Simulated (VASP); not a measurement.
Input of a VASP 6.6.1 run:

File INCAR:

```
SYSTEM = LaHg
ALGO     = Normal         ! electronic algorithm
EDIFF    = 1E-7           ! SCF threshold, eV
ENCUT    = 520            ! plane-wave cutoff, eV
GGA      = CA             ! functional
ISIF     = 2              ! what is computed and relaxed
ISMEAR   = -1             ! smearing method
LASPH    = .True.         ! aspherical terms in the spheres
LCHARG   = .False.        ! write CHGCAR
LREAL    = .False.        ! projectors in reciprocal space
LWAVE    = .False.        ! write WAVECAR
NBANDS   = 18             ! bands
NELM     = 60             ! most SCF steps
PREC     = Accurate       ! precision mode
SIGMA    = 0.1            ! smearing width, eV
```

The input KPOINTS:

```
k-points
0
Gamma
  8 8 8
  0 0 0
```

POSCAR

```
LaHg
1.0
    3.9397839458      0.0000000000      0.0000000000
    0.0000000000      3.9397839458      0.0000000000
    0.0000000000      0.0000000000      3.9397839458
La Hg
1 1
Direct
    0.5000000000      0.5000000000      0.5000000000
    0.0000000000      0.0000000000      0.0000000000
```

Potentials or basis: VASP PAW LDA potentials, release 64 (La, Hg).

Launch:

```console
$ cat potpaw_LDA.64/La/POTCAR potpaw_LDA.64/Hg/POTCAR > POTCAR
$ mpirun -np 1 vasp_std > vasp.out
```

Task: Estimate the band gap on the k mesh.

Result: Zero (an odd number of electrons rules out a gap without spin polarisation).

Task: Predict the pressure.

Result: -5.3 GPa.

Caveat: the cell stands under tension; spin-orbit coupling is left out, which moves the levels of the heavy elements.
